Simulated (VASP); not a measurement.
Set up this calculation in VASP 6.6.1, as the native input.

| Item | Value |
| --- | --- |
| Task | single point |
| Functional | PBE |
| Potentials or basis | VASP PAW PBE potentials, release 64 (Zn, O, H) |
| Cutoff | 520 eV |
| k mesh | 4 × 4 × 8 |
| Occupations | gaussian, width 0.05 eV |
| Spin | no spin polarisation |
| Dipole correction | no |
| Further INCAR settings | ALGO = Normal; EDIFF = 1e-06; NBANDS = 46 |

The structure of Zn4HO4 (a cell with a defect) lies in POSCAR:

```
Zn4HO4
1.0
    5.6098780345      0.0000000000      0.0000000000
    0.0000000000      5.6098780345      0.0000000000
    0.0000000000      0.0000000000      3.2790255992
Zn O H
4 4 1
Direct
    0.1816262562      0.1816262562      0.5000000000
    0.8183737438      0.8183737438      0.5000000000
    0.6816262562      0.3183737438      0.0000000000
    0.3183737438      0.6816262562      0.0000000000
    0.8184651117      0.1815348883      0.5000000000
    0.1815348883      0.8184651117      0.5000000000
    0.6815348883      0.6815348883      0.0000000000
    0.3184651117      0.3184651117      0.0000000000
    0.9999176225      0.5683737438      0.3750000000
```

These files were run (other wordings do the same):

INCAR

```
SYSTEM = Zn4HO4
  ALGO = Normal
  EDIFF = 1E-6
  ENCUT = 520
  GGA = PE
  ISIF = 2
  ISMEAR = 0
  LASPH = .True.
  LCHARG = .False.
  LREAL = .False.
  LWAVE = .False.
  NBANDS = 46
  NELM = 60
  PREC = Accurate
  SIGMA = 0.05
```

KPOINTS

```
k-points
0
Gamma
  4 4 8
  0 0 0
```

Potentials or basis: VASP PAW PBE potentials, release 64 (Zn, O, H).

Launch:

```sh
$ cat potpaw_PBE.64/Zn/POTCAR potpaw_PBE.64/O/POTCAR potpaw_PBE.64/H/POTCAR > POTCAR
$ mpirun -np 1 vasp_std > vasp.out
```

Results of the run:

```
Pressure               : 4.1 GPa
Largest force          : 0.818 eV/Å
Band gap on the k mesh : zero (an odd number of electrons rules out a gap without spin polarisation)
```

Caveat: an odd number of electrons without spin polarisation forces a metal; a magnetic or distorted state may lie lower.

Wall time 2.6 min on 1 thread of Intel(R) Xeon(R) 6975P-C (Granite Rapids) (shared host), peak memory 0.36 GiB.
